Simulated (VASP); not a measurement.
A run of VASP 6.6.1 is set up as follows.

File INCAR:

```
SYSTEM = SnO
PREC = Accurate
ENCUT = 600
EDIFF = 1E-6
ISMEAR = 0
SIGMA = 0.05
LREAL = .False.
LASPH = .True.
NELM = 120
ALGO = Normal
ISIF = 2
LWAVE = .False.
LCHARG = .False.
GGA = PS
NBANDS = 28
GGA_COMPAT = .False.
```

File KPOINTS:

```
Automatic mesh
0
Gamma
  8 6 6
  0 0 0
```

POSCAR

```
SnO
1.0
    3.3550050000      0.0000000000      0.0000000000
    0.0000000000      5.6741040000      0.0000000000
    0.0000000000      0.0000000000      4.2219700000
Sn O
2 2
Direct
   -0.0474213975      0.2038695024      0.4598513428
    0.5000000000      0.7680910000      0.0131440000
    0.0000000000      0.8912500000      0.7368570000
    0.5000000000      0.1087500000      0.2368570000
```

Potentials or basis: VASP PAW PBE potentials, release 64 (Sn_d, O).

Run with:

```sh
$ cat potpaw_PBE.64/Sn_d/POTCAR potpaw_PBE.64/O/POTCAR > POTCAR
$ mpirun -np 1 vasp_std > vasp.out
```

**Question.** Estimate the pressure.

**Answer.** 5.8 GPa.

**Question.** Predict the band gap on the k mesh.

**Answer.** 1.24 eV (least direct gap 1.72 eV).

Forces in eV/Å, atoms in the order of the input:
```
Sn   2.987  2.658  3.079
Sn  -0.067 -0.419 -0.471
O   -0.125 -0.110 -0.001
O   -2.795 -2.129 -2.607
```

Caveat: the cell differs from its parent crystal (atom 1 (Sn) moved by (-0.225, -0.225) A along [1 1 0] and z); the stress differs along the axes, from 4 to 9 GPa; the PAW data sets were made with another functional, which shifts forces and pressure a little; spin-orbit coupling is left out, which moves the levels of the heavy elements. A k mesh can miss the band edges.
